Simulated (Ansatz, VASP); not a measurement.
**One calculation of Ga2O3, two programs**

The input POSCAR:

```
Ga2O3
1.0
    2.5421049389      1.4676849708      4.5702569001
   -2.5421049389      1.4676849708      4.5702569001
    0.0000000000     -2.9353699416      4.5702569001
Ga O
4 6
Direct
    0.8554620326      0.8554620326      0.8554620326
    0.3554620326      0.3554620326      0.3554620326
    0.1445379674      0.1445379674      0.1445379674
    0.6445379674      0.6445379674      0.6445379674
    0.4464577593      0.0535422407      0.7500000000
    0.0535422407      0.7500000000      0.4464577593
    0.5535422407      0.9464577593      0.2500000000
    0.2500000000      0.5535422407      0.9464577593
    0.9464577593      0.2500000000      0.5535422407
    0.7500000000      0.4464577593      0.0535422407
```

File INCAR.step1:

```
SYSTEM = Ga2O3
  PREC = Accurate
  ENCUT = 520
  ISMEAR = 0
  SIGMA = 0.01
  LREAL = .False.
  LASPH = .True.
  NELM = 80
  NBANDS = 55
  GGA = PE
  ALGO = Normal
  EDIFF = 1E-4
  LWAVE = .True.
  LCHARG = .False.
```

INCAR.step2

```
SYSTEM = Ga2O3
  PREC = Accurate
  ENCUT = 520
  EDIFF = 1E-6
  ISMEAR = 0
  SIGMA = 0.01
  LREAL = .False.
  LASPH = .True.
  NELM = 80
  ALGO = Normal
  ISIF = 2
  LWAVE = .False.
  LCHARG = .False.
  METAGGA = R2SCAN
  LMIXTAU = .True.
  NBANDS = 55
  ISTART = 1
```

Contents of KPOINTS:

```
regular mesh
0
Gamma
  6 6 6
  0 0 0
```

Input for Ansatz:

```yaml
crystal:
  lattice:
    - [2.5421049389, 1.4676849708, 4.5702569001]
    - [-2.5421049389, 1.4676849708, 4.5702569001]
    - [0.0, -2.9353699416, 4.5702569001]
  atoms:
    - { symbol: Ga, position: [0.8554620326, 0.8554620326, 0.8554620326] }
    - { symbol: Ga, position: [0.3554620326, 0.3554620326, 0.3554620326] }
    - { symbol: Ga, position: [0.1445379674, 0.1445379674, 0.1445379674] }
    - { symbol: Ga, position: [0.6445379674, 0.6445379674, 0.6445379674] }
    - { symbol: O, position: [0.4464577593, 0.0535422407, 0.75] }
    - { symbol: O, position: [0.0535422407, 0.75, 0.4464577593] }
    - { symbol: O, position: [0.5535422407, 0.9464577593, 0.25] }
    - { symbol: O, position: [0.25, 0.5535422407, 0.9464577593] }
    - { symbol: O, position: [0.9464577593, 0.25, 0.5535422407] }
    - { symbol: O, position: [0.75, 0.4464577593, 0.0535422407] }
kpoints:
  mp_grid: { grid: [6, 6, 6] }
  band_path:
    path:
      - [0.0, 0.0, 0.0]
      - [0.5, 0.5, 0.5]
      - [0.764580087, 0.235419913, 0.5]
      - [0.5, -0.235419913, 0.235419913]
      - [0.5, 0.0, 0.0]
      - [0.3677099565, -0.3677099565, 0.0]
      - [0.6322900435, 0.0, 0.3677099565]
      - [0.5, 0.0, 0.5]
      - [0.0, 0.166667, -0.166667]
    npoints: 1
hamiltonian:
  xc: r2scan
scf:
  occupations: { method: fixed }
  n_extra_bands: 6
output:
  forces: true
  stress: true
  eigenvalues: true
```

Change from the starting cell: hydrostatic strain +2.0%.

Alike in both runs: task single point; functional r2SCAN; k mesh 6 × 6 × 6; no spin polarisation.

|  | VASP | Ansatz |
| --- | --- | --- |
| version | VASP 6.6.1 | Ansatz 0.2.0 |
| potentials or method | VASP PAW PBE potentials, release 64 (Ga_d, O) | plane waves, PAW |
| plane-wave cutoff (eV) | 520 | 500 |
| occupations | gaussian, width 0.01 eV | fixed |
| valence electrons in the cell | 88 | 88 |

```tsv
	VASP	Ansatz	Ansatz less VASP
gap on the k mesh at the Fermi level (eV)	2.89	2.90	+0.007
pressure (GPa)	-10.9	-12.3	-1.41
traceless stress, the component that is largest in VASP (GPa)	0.65	0.98	+0.330
rms of the force components (eV/Å)	0.019	0.001	-0.0183
```

VASP's potentials were made for PBE, not for r2SCAN. Atom by atom the forces differ by 0.020 eV/Å (rms over components).
